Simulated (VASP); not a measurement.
# ZrS2 (P-3m1) in VASP: a series of runs

ZrS2 is run at these levels: PBE; tasks: single point.

Everything below comes from runs of VASP 6.6.1. Logs are shortened: lines on timing, memory, paths and dates and some standing lists are left out, and cuts for length are marked.

## Step 1: The cell of the first run

It takes space group P-3m1 (No. 164, trigonal). The conventional cell has a = 3.527 Å, b = 3.527 Å, c = 5.961 Å, α = 90.00°, β = 90.00°, γ = 120.00°. Within 3.3 Å of Zr (site symmetry -3m) lie 6 S at 2.53 Å. S (site symmetry 3m) has 3 Zr at 2.53 Å within 3.3 Å.

## Step 2: Single point, PBE (epitaxial xy strain -4.0%)

Contents of INCAR:

```
SYSTEM = ZrS2
ALGO = Normal
EDIFF = 1E-6
ENCUT = 500
GGA = PE
GGA_COMPAT = .FALSE.
ISIF = 2
ISMEAR = 0
LASPH = .TRUE.
LCHARG = .FALSE.
LREAL = .FALSE.
LWAVE = .FALSE.
NBANDS = 19
NELM = 120
PREC = Accurate
SIGMA = 0.01
```

Contents of KPOINTS:

```
k-points
0
G
  6 6 2
  0 0 0
```

Contents of POSCAR:

```
ZrS2
1.0
    3.5274231216      0.0000000000      0.0000000000
   -1.7637115608      3.0548380332      0.0000000000
    0.0000000000      0.0000000000      5.9612425643
Zr S
1 2
Direct
    0.0000000000      0.0000000000      0.0000000000
    0.3333333333      0.6666666667      0.2531680491
    0.6666666667      0.3333333333      0.7468319509
```

Potentials or basis: VASP PAW PBE potentials, release 64 (Zr_sv, S).

Command:

```console
> cat potpaw_PBE.64/Zr_sv/POTCAR potpaw_PBE.64/S/POTCAR > POTCAR
> mpirun -np 1 vasp_std > vasp.out
```

OUTCAR:

```text
SYSTEM = ZrS2
   EDIFF = 1E-6
   ENCUT = 500
   GGA = PE
   ISIF = 2
   ISMEAR = 0
   LASPH = .TRUE.
   LREAL = .FALSE.
   NELM = 120
   PREC = Accurate

 ion  position               nearest neighbor table
   1  0.000  0.000  0.000-   2 2.53   3 2.53   2 2.53   3 2.53   3 2.53   2 2.53
   2  0.333  0.667  0.253-   1 2.53   1 2.53   1 2.53
   3  0.667  0.333  0.747-   1 2.53   1 2.53   1 2.53

  LATTYP: Found a hexagonal cell.
 ALAT       =     3.5274231216
 C/A-ratio  =     1.6899709388

  Lattice vectors:

 A1 = (   3.5274231216,   0.0000000000,   0.0000000000)
 A2 = (  -1.7637115608,   3.0548380332,   0.0000000000)
 A3 = (   0.0000000000,   0.0000000000,   5.9612425643)

Analysis of symmetry for initial positions (statically):
=====================================================================
 Subroutine PRICEL returns:
 Original cell was already a primitive cell.

 Routine SETGRP: Setting up the symmetry group for a
 hexagonal supercell.

 Subroutine GETGRP returns: Found 12 space group operations
 (whereof 12 operations were pure point group operations)
 out of a pool of 24 trial point group operations.

The static configuration has the point symmetry D_3d.

Analysis of symmetry for dynamics (positions and initial velocities):
=====================================================================
 Subroutine PRICEL returns:
 Original cell was already a primitive cell.

 Routine SETGRP: Setting up the symmetry group for a
 hexagonal supercell.

 Subroutine GETGRP returns: Found 12 space group operations
 (whereof 12 operations were pure point group operations)
 out of a pool of 24 trial point group operations.

The dynamic configuration has the point symmetry D_3d.

 Subroutine INISYM returns: Found 12 space group operations
 (whereof 12 operations are pure point group operations),
 and found     1 'primitive' translations

----------------------------------------------------------------------------------------

                                     Primitive cell

  volume of cell :      64.2366

  direct lattice vectors                    reciprocal lattice vectors
     3.527423122  0.000000000  0.000000000     0.283493067  0.163674799  0.000000000
    -1.763711561  3.054838033  0.000000000     0.000000000  0.327349597  0.000000000
     0.000000000  0.000000000  5.961242564     0.000000000  0.000000000  0.167750262

  length of vectors
     3.527423122  3.527423122  5.961242564     0.327349597  0.327349597  0.167750262

  position of ions in fractional coordinates (direct lattice)
     0.000000000  0.000000000  0.000000000
     0.333333333  0.666666667  0.253168049
     0.666666667  0.333333333  0.746831951

  ion indices of the primitive-cell ions
   primitive index   ion index
                 1           1
                 2           2
                 3           3

----------------------------------------------------------------------------------------

 KPOINTS: k-points

Automatic generation of k-mesh.
 Grid dimensions read from file:
 generate k-points for:    6    6    2

 Generating k-lattice:

  Cartesian coordinates                     Fractional coordinates (reciprocal lattice)
     0.047248845  0.027279133  0.000000000     0.166666667  0.000000000  0.000000000
     0.000000000  0.054558266  0.000000000     0.000000000  0.166666667  0.000000000
     0.000000000  0.000000000  0.083875131     0.000000000  0.000000000  0.500000000

  Length of vectors
     0.054558266  0.054558266  0.083875131

  Shift w.r.t. Gamma in fractional coordinates (k-lattice)
     0.000000000  0.000000000  0.000000000

 Subroutine IBZKPT returns following result:
 ===========================================

 Found     14 irreducible k-points:

 Following reciprocal coordinates:
            Coordinates               Weight
  0.000000  0.000000  0.000000      1.000000
  0.166667  0.000000  0.000000      6.000000
  0.333333  0.000000  0.000000      6.000000
  0.500000  0.000000  0.000000      3.000000
  0.166667  0.166667  0.000000      6.000000
  0.333333  0.166667  0.000000     12.000000
  0.333333  0.333333  0.000000      2.000000
  0.000000  0.000000  0.500000      1.000000
  0.166667  0.000000  0.500000      6.000000
  0.333333  0.000000  0.500000      6.000000
  0.500000  0.000000  0.500000      3.000000
  0.166667  0.166667  0.500000      6.000000
  0.333333  0.166667  0.500000     12.000000
  0.333333  0.333333  0.500000      2.000000
   k-points           NKPTS =     14   k-points in BZ     NKDIM =     14   number of bands    NBANDS=     19
   number of dos      NEDOS =    301   number of ions     NIONS =      3
   total plane-waves  NPLWV =  37632
   dimension x,y,z NGX =    28 NGY =   28 NGZ =   48
   dimension x,y,z NGXF=    56 NGYF=   56 NGZF=   96
   ions per type =               1   2
   NGX,Y,Z   is equivalent  to a cutoff of  13.20, 13.20, 13.39 a.u.
   NGXF,Y,Z  is equivalent  to a cutoff of  26.39, 26.39, 26.77 a.u.
 SYSTEM =  ZrS2
   PREC   = accura    normal or accurate (medium, high low for compatibility)
   ISTART =      0    job   : 0-new  1-cont  2-samecut
   ICHARG =      2    charge: 1-file 2-atom 10-const
   ISPIN  =      1    spin polarized calculation?
   LNONCOLLINEAR =      F non collinear calculations
   LSORBIT =      F    spin-orbit coupling
   LASPH  =      T    aspherical Exc in radial PAW
   ENCUT  =  500.0 eV  36.75 Ry    6.06 a.u.   6.43  6.43 10.87*2*pi/ulx,y,z
   NELM   =    120;   NELMIN=  2; NELMDL= -5     # of ELM steps
   EDIFF  = 0.1E-05   stopping-criterion for ELM
   LREAL  =      F    real-space projection
   EDIFFG = 0.1E-04   stopping-criterion for IOM
   NSW    =      0    number of steps for IOM
   IBRION =     -1    ionic relax: 0-MD 1-quasi-New 2-CG
   NFREE  =      0    steps in history (QN), initial steepest desc. (CG)
   ISIF   =      2    stress and relaxation
   ISYM   =      2    0-nonsym 1-usesym 2-fastsym
   POTIM  = 0.5000    time-step for ionic-motion
   TEBEG  =    0.0;   TEEND  =   0.0 temperature during run
   PSTRESS=    0.0 pullay stress
   NELECT =      24.0000    total number of electrons
   NUPDOWN=      -1.0000    fix difference up-down
   EMIN   =  10.00;   EMAX   =-10.00  energy-range for DOS
   EFERMI =   0.00;   METHOD = LEGACY
   ISMEAR =     0;   SIGMA  =   0.01  broadening in eV -4-tet -1-fermi 0-gaus
   EFERMI_NEDOS =   21; number of points for ismear=-14 and -15
   IALGO  =     38    algorithm
   IMIX   =      4    mixing-type and parameters
     AMIX     =   0.40;   BMIX     =  1.00
     AMIX_MAG =   1.60;   BMIX_MAG =  1.00
  volume/ion in A,a.u.               =      21.41       144.50
  Fermi-wavevector in a.u.,A,eV,Ry     =   1.179101  2.228178 18.915901  1.390280
  Thomas-Fermi vector in A             =   2.315418
   LORBIT       =      0    0 simple, 1 ext, 2 COOP (PROOUT), +10 PAW based schemes
   GGA     = PE    functional components
   LHFCALC =     F    Hartree Fock is set to
   AEXX    =    0.0000 exact exchange contribution
   IVDW    =     0    specifies the selected vdW correction
   LEPSILON=     F    determine dielectric tensor
   LRPA    =     F    only Hartree local field effects (RPA)
 non-spin polarized calculation
 Gauss-broadening in eV      SIGMA  =   0.01
  energy-cutoff  :      500.00
  volume of cell :       64.24
 maximum number of plane-waves:      1663
 NGX is ok and might be reduce to    28
   NGX = 13   NGY = 13   NGZ = 21

 number of electron      23.9999999 magnetization

 Free energy of the ion-electron system (eV)
  ---------------------------------------------------
  ext. energy  EPLUGINS =         0.00000000
  ---------------------------------------------------
  free energy    TOTEN  =       -21.25428105 eV

  energy without entropy =      -21.25428105  energy(sigma->0) =      -21.25428105

 E-fermi :   5.4271     XC(G=0):  -9.8770

 val. band max:        5.3449982831   @ k =   0.0000   0.0000   0.0000
 cond. band min:       5.8143077490   @ k =   0.5000   0.0000   0.5000
 fundamental gap:      0.4693094659
 Fermi energy:         5.4270768374

 k-point     1 :       0.0000    0.0000    0.0000
  band No.  band energies     occupation
      1     -43.5277      2.00000
      2     -21.6405      2.00000
      3     -21.4275      2.00000
      4     -21.4275      2.00000
      5      -7.6846      2.00000
      6      -6.1525      2.00000
[... 11 lines left out ...]
     18      11.2956      0.00000
     19      11.5281      0.00000

 k-point     2 :       0.1667    0.0000    0.0000
  band No.  band energies     occupation
      1     -43.5197      2.00000
      2     -21.6185      2.00000
      3     -21.5254      2.00000
      4     -21.4485      2.00000
      5      -7.3699      2.00000
      6      -6.2018      2.00000
[... 11 lines left out ...]
     18      12.6675      0.00000
     19      13.0279      0.00000

 k-point     3 :       0.3333    0.0000    0.0000
  band No.  band energies     occupation
      1     -43.5037      2.00000
      2     -21.7161      2.00000
      3     -21.5729      2.00000
      4     -21.4900      2.00000
      5      -6.7237      2.00000
      6      -6.2376      2.00000
[... 11 lines left out ...]
     18      13.0563      0.00000
     19      13.4395      0.00000

 k-point     4 :       0.5000    0.0000    0.0000
  band No.  band energies     occupation
      1     -43.4956      2.00000
      2     -21.8080      2.00000
      3     -21.5504      2.00000
      4     -21.5106      2.00000
      5      -6.5562      2.00000
      6      -6.0317      2.00000
[... 11 lines left out ...]
     18      11.9140      0.00000
     19      13.5762      0.00000

 k-point     5 :       0.1667    0.1667    0.0000
  band No.  band energies     occupation
      1     -43.5077      2.00000
      2     -21.6500      2.00000
      3     -21.5857      2.00000
      4     -21.4982      2.00000
      5      -6.8608      2.00000
      6      -6.2663      2.00000
[... 11 lines left out ...]
     18      14.0127      0.00000
     19      14.4991      0.00000

 k-point     6 :       0.3333    0.1667    0.0000
  band No.  band energies     occupation
      1     -43.4956      2.00000
      2     -21.7587      2.00000
      3     -21.5641      2.00000
      4     -21.5492      2.00000
      5      -6.4289      2.00000
      6      -6.1664      2.00000
[... 11 lines left out ...]
     18      13.1793      0.00000
     19      13.5591      0.00000

 k-point     7 :       0.3333    0.3333    0.0000
  band No.  band energies     occupation
      1     -43.4916      2.00000
      2     -21.6897      2.00000
      3     -21.6897      2.00000
      4     -21.5402      2.00000
      5      -6.1987      2.00000
      6      -6.1987      2.00000
[... 11 lines left out ...]
     18      12.7833      0.00000
     19      15.3240      0.00000

 k-point     8 :       0.0000    0.0000    0.5000
  band No.  band energies     occupation
      1     -43.5277      2.00000
      2     -21.6412      2.00000
      3     -21.4275      2.00000
      4     -21.4275      2.00000
      5      -7.3720      2.00000
      6      -6.6176      2.00000
[... 11 lines left out ...]
     18      11.7263      0.00000
     19      13.0324      0.00000

 k-point     9 :       0.1667    0.0000    0.5000
  band No.  band energies     occupation
      1     -43.5197      2.00000
      2     -21.6191      2.00000
      3     -21.5253      2.00000
      4     -21.4485      2.00000
      5      -7.0693      2.00000
      6      -6.5952      2.00000
[... 11 lines left out ...]
     18      13.0292      0.00000
     19      13.6813      0.00000

 k-point    10 :       0.3333    0.0000    0.5000
  band No.  band energies     occupation
      1     -43.5037      2.00000
      2     -21.7160      2.00000
      3     -21.5733      2.00000
      4     -21.4900      2.00000
      5      -6.6780      2.00000
      6      -6.2795      2.00000
[... 11 lines left out ...]
     18      12.1739      0.00000
     19      12.9374      0.00000

 k-point    11 :       0.5000    0.0000    0.5000
  band No.  band energies     occupation
      1     -43.4956      2.00000
      2     -21.8079      2.00000
      3     -21.5507      2.00000
      4     -21.5106      2.00000
      5      -6.6618      2.00000
      6      -5.8923      2.00000
[... 11 lines left out ...]
     18      12.1590      0.00000
     19      12.7452      0.00000

 k-point    12 :       0.1667    0.1667    0.5000
  band No.  band energies     occupation
      1     -43.5077      2.00000
      2     -21.6499      2.00000
      3     -21.5862      2.00000
      4     -21.4982      2.00000
      5      -6.5992      2.00000
      6      -6.5489      2.00000
[... 11 lines left out ...]
     18      13.6633      0.00000
     19      14.1362      0.00000

 k-point    13 :       0.3333    0.1667    0.5000
  band No.  band energies     occupation
      1     -43.4956      2.00000
      2     -21.7586      2.00000
      3     -21.5641      2.00000
      4     -21.5494      2.00000
      5      -6.5118      2.00000
      6      -6.0720      2.00000
[... 11 lines left out ...]
     18      12.5200      0.00000
     19      13.5586      0.00000

 k-point    14 :       0.3333    0.3333    0.5000
  band No.  band energies     occupation
      1     -43.4916      2.00000
      2     -21.6896      2.00000
      3     -21.6896      2.00000
      4     -21.5404      2.00000
      5      -6.2053      2.00000
      6      -6.2053      2.00000
[... 11 lines left out ...]
     18      13.6937      0.00000
     19      14.2637      0.00000

------------------------ aborting loop because EDIFF is reached ----------------------------------------

  FORCE on cell =-STRESS in cart. coord.  units (eV):
  Direction    XX          YY          ZZ          XY          YZ          ZX
  --------------------------------------------------------------------------------------
  -------------------------------------------------------------------------------------
  Total        3.3999429      3.3999429      0.8945347     -0.0000000      0.0000000     -0.0000000
  in kB       84.8007448     84.8007448     22.3113195     -0.0000000      0.0000000     -0.0000000
  external PRESSURE =      63.9709364 kB  Pullay stress =       0.0000000 kB

 VOLUME and BASIS-vectors are now :
 -----------------------------------------------------------------------------
  energy-cutoff  :      500.00
  volume of cell :       64.24
      direct lattice vectors                 reciprocal lattice vectors
     3.527423122  0.000000000  0.000000000     0.283493067  0.163674799  0.000000000
    -1.763711561  3.054838033  0.000000000     0.000000000  0.327349597  0.000000000
     0.000000000  0.000000000  5.961242564     0.000000000  0.000000000  0.167750262

 POSITION                                       TOTAL-FORCE (eV/Angst)
 -----------------------------------------------------------------------------------
      0.00000      0.00000      0.00000        -0.000000      0.000000      0.000000
     -0.00000      2.03656      1.50920        -0.000000      0.000000      0.045576
      1.76371      1.01828      4.45205         0.000000      0.000000     -0.045576
 -----------------------------------------------------------------------------------
    total drift:                                0.000000     -0.000000      0.000000

  FREE ENERGIE OF THE ION-ELECTRON SYSTEM (eV)
  ---------------------------------------------------
  free  energy   TOTEN  =       -21.2542810540 eV

  energy  without entropy=      -21.2542810540  energy(sigma->0) =      -21.25428105
```

Run time: 41 s. Hardware: 1 thread of AMD EPYC 7R13, shared host; peak memory 0.15 GiB.

Results:

| Property | Result |
| --- | --- |
| Free energy | -21.2543 eV |
| Pressure | 6.4 GPa |
| Largest force | 0.046 eV/Å |
| Band gap on the k mesh | 0.47 eV, indirect (least direct gap 1.33 eV) |

Forces on the atoms (eV/Å):
```
Zr   0.000  0.000  0.000
S    0.000  0.000  0.046
S    0.000  0.000 -0.046
```

Levels at points of the mesh, in eV from the valence-band top:
| k point | band 10 | band 11 | band 12 | band 13 | band 14 | band 15 |
| --- | --- | --- | --- | --- | --- | --- |
| (0.00, 0.00, 0.00) | -0.22 | 0.00 | 0.00 | 1.59 | 1.59 | 1.90 |
| (0.50, 0.00, 0.00) | -2.55 | -2.07 | -1.16 | 0.76 | 3.65 | 4.13 |
| (0.00, 0.00, 0.50) | -2.20 | -0.15 | -0.15 | 1.56 | 1.56 | 2.56 |
| (0.50, 0.00, 0.50) | -2.71 | -0.97 | -0.86 | 0.47 | 3.64 | 4.10 |

Caveat: the k points lie up to 0.53 Å⁻¹ apart; the cell differs from its parent crystal (epitaxial xy strain -4.0%); this functional lacks dispersion, which binds the layers, so the pressure and a relaxed spacing across them are unreliable.

## Step 3: Single point, PBE (epitaxial xy strain -3.0%)

Contents of INCAR:

```
ALGO = Normal ; EDIFF = 1E-6
ENCUT = 500 ; GGA = PE
GGA_COMPAT = False ; ISIF = 2
ISMEAR = 0 ; LASPH = True
LCHARG = True ; LELF = True
LREAL = False ; LVHAR = True
LWAVE = False ; NBANDS = 19
NELM = 120 ; PREC = Accurate
SIGMA = 0.01
```

Contents of KPOINTS:

```
k-points
0
Gamma
  6 6 2
```

Contents of POSCAR:

```
ZrS2
1.0
    3.5641671124      0.0000000000      0.0000000000
   -1.7820835562      3.0866592627      0.0000000000
    0.0000000000      0.0000000000      5.9350537783
Zr S
1 2
Direct
    0.0000000000      0.0000000000      0.0000000000
    0.3333333333      0.6666666667      0.2515421988
    0.6666666667      0.3333333333      0.7484578012
```

Potentials or basis: VASP PAW PBE potentials, release 64 (Zr_sv, S).

Command:

```console
> cat potpaw_PBE.64/Zr_sv/POTCAR potpaw_PBE.64/S/POTCAR > POTCAR
> mpirun -np 1 vasp_std > vasp.out
```

Wall time 40 s (1 thread of AMD EPYC 7R13, shared host); peak memory 0.15 GiB.

Results (log left out):

| Quantity | Value |
| --- | --- |
| Free energy | -21.3122 eV |
| Pressure | 5.0 GPa |
| Largest force | 0.039 eV/Å |
| Band gap on the k mesh | 0.63 eV, indirect (least direct gap 1.48 eV) |

Forces in eV/Å, atoms in the order of the input:
```
Zr   0.000  0.000  0.000
S    0.000  0.000  0.039
S    0.000  0.000 -0.039
```

Stress tensor (GPa, compression positive):
```
6.41 0.00 0.00
0.00 6.41 0.00
0.00 0.00 2.17
```

Levels at points of the mesh, in eV from the valence-band top:
```tsv
k point	band 9	band 10	band 11	band 12	band 13	band 14	band 15	band 16
(0.00, 0.00, 0.00)	-2.69	-0.11	0.00	0.00	1.62	1.62	2.07	4.87
(0.50, 0.00, 0.00)	-2.73	-2.50	-1.98	-1.15	0.89	3.58	4.01	5.84
(0.00, 0.00, 0.50)	-2.65	-2.05	-0.15	-0.15	1.58	1.58	2.64	5.27
(0.50, 0.00, 0.50)	-2.67	-2.59	-0.89	-0.85	0.63	3.57	3.99	5.27
```

Caveat: the k points lie up to 0.53 Å⁻¹ apart; the cell differs from its parent crystal (epitaxial xy strain -3.0%); this functional lacks dispersion, which binds the layers, so the pressure and a relaxed spacing across them are unreliable.
